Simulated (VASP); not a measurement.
A run of VASP 6.6.1 is set up as follows.

File INCAR:

```
SYSTEM = BN
PREC = Accurate
ENCUT = 520
EDIFF = 1E-6
ISMEAR = 1
SIGMA = 0.05
LREAL = .FALSE.
LASPH = .TRUE.
NELM = 100
ALGO = Normal
ISIF = 2
LWAVE = .FALSE.
LCHARG = .FALSE.
GGA = PE
IVDW = 13
NBANDS = 11
```

KPOINTS

```
regular mesh
0
G
  6 6 6
  0 0 0
```

File POSCAR:

```
BN
1.0
    0.0000000000      1.8075000000      1.8075000000
    1.8075000000      0.0000000000      1.8075000000
    1.8075000000      1.8075000000      0.0000000000
B N
1 1
Direct
    0.0174100000      0.9862100000      0.9912500000
    0.2542674965      0.2636825035      0.2456425035
```

Potentials or basis: VASP PAW PBE potentials, release 64 (B, N).

Run with:

```console
$ cat potpaw_PBE.64/B/POTCAR potpaw_PBE.64/N/POTCAR > POTCAR
$ mpirun -np 1 vasp_std > vasp.out
```

**Question.** What does it give for the dispersion energy per atom?

**Answer.** -0.238 eV.

**Question.** Estimate the pressure.

**Answer.** -1.0 GPa.

**Question.** What does it give for the largest force?

**Answer.** 1.685 eV/Å.

Stress tensor (GPa, compression positive):
```
-1.26 -1.26  1.37
-1.26 -0.83 -1.73
 1.37 -1.73 -0.89
```

Caveat: the k points lie up to 0.50 Å⁻¹ apart; forces of over 1 eV/Å act on the atoms, so gaps and moduli don't describe the material at rest.
